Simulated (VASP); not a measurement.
Write the native input for VASP 6.6.1 that does the following.

- Task: single point
- Functional: r2SCAN
- Potentials or basis: VASP PAW PBE potentials, release 64 (Ti_sv, Co)
- Cutoff: 520 eV
- k mesh: 8 × 8 × 8, shifted
- Occupations: gaussian, width 0.1 eV
- Spin: collinear spin, ferrimagnetic start
- Starting moments: [-0.74, 1.48, 1.48, 1.48] μB
- Dipole correction: no
- Further INCAR settings: ALGO = Normal; EDIFF = 1e-06; NBANDS = 32

The system is TiCo3.

```
Ti Co
1.0
     3.61400    0.00000    0.00000
     0.00000    3.61400    0.00000
     0.00000    0.00000    3.61400
Ti Co
1 3
Direct
  0.00000 0.00000 0.00000
  0.00000 0.50000 0.50000
  0.50000 0.00000 0.50000
  0.50000 0.50000 0.00000
```

The input as run:

POSCAR

```
TiCo3
1.0
    3.6140000000      0.0000000000      0.0000000000
    0.0000000000      3.6140000000      0.0000000000
    0.0000000000      0.0000000000      3.6140000000
Ti Co
1 3
Direct
    0.0000000000      0.0000000000      0.0000000000
    0.0000000000      0.5000000000      0.5000000000
    0.5000000000      0.0000000000      0.5000000000
    0.5000000000      0.5000000000      0.0000000000
```

INCAR.step1

```
SYSTEM = TiCo3
  PREC = Accurate
  ENCUT = 520
  ISMEAR = 0
  SIGMA = 0.1
  LREAL = .False.
  LASPH = .True.
  NELM = 150
  ISPIN = 2
  MAGMOM = -0.74 1.48 1.48 1.48
  LMAXMIX = 4
  NBANDS = 32
  GGA = PE
  ALGO = Normal
  EDIFF = 1E-4
  LWAVE = .True.
  LCHARG = .False.
```

INCAR.step2

```
SYSTEM = TiCo3
  PREC = Accurate
  ENCUT = 520
  EDIFF = 1E-6
  ISMEAR = 0
  SIGMA = 0.1
  LREAL = .False.
  LASPH = .True.
  NELM = 150
  ALGO = Normal
  ISIF = 2
  LWAVE = .False.
  LCHARG = .False.
  ISPIN = 2
  MAGMOM = -0.74 1.48 1.48 1.48
  LORBIT = 11
  LMAXMIX = 4
  METAGGA = R2SCAN
  LMIXTAU = .True.
  NBANDS = 32
  ISTART = 1
```

KPOINTS

```
Automatic mesh
0
Gamma
  8 8 8
  0.5 0.5 0.5
```

Potentials or basis: VASP PAW PBE potentials, release 64 (Ti_sv, Co).

The run is started by

```console
$ cat potpaw_PBE.64/Ti_sv/POTCAR potpaw_PBE.64/Co/POTCAR > POTCAR
$ cp INCAR.step1 INCAR
$ mpirun -np 1 vasp_std > vasp.out
$ cp INCAR.step2 INCAR
$ mpirun -np 1 vasp_std > vasp.out
```

Results of the run:

```json
{
 "Pressure": "-4.1 GPa",
 "Net moment": "2.72 μB per cell",
 "Site moments": "Ti -0.77; Co +1.29 μB",
 "Valence electrons inside the program's atomic spheres": "Ti 10.34; Co 8.33"
}
```

Caveat: the cell stands under tension; the PAW data sets were made with another functional, which shifts forces and pressure a little.

Run time: 3.9 min on 1 thread of AMD EPYC 7R13 Processor (Zen 3) (shared host), peak memory 0.18 GiB.
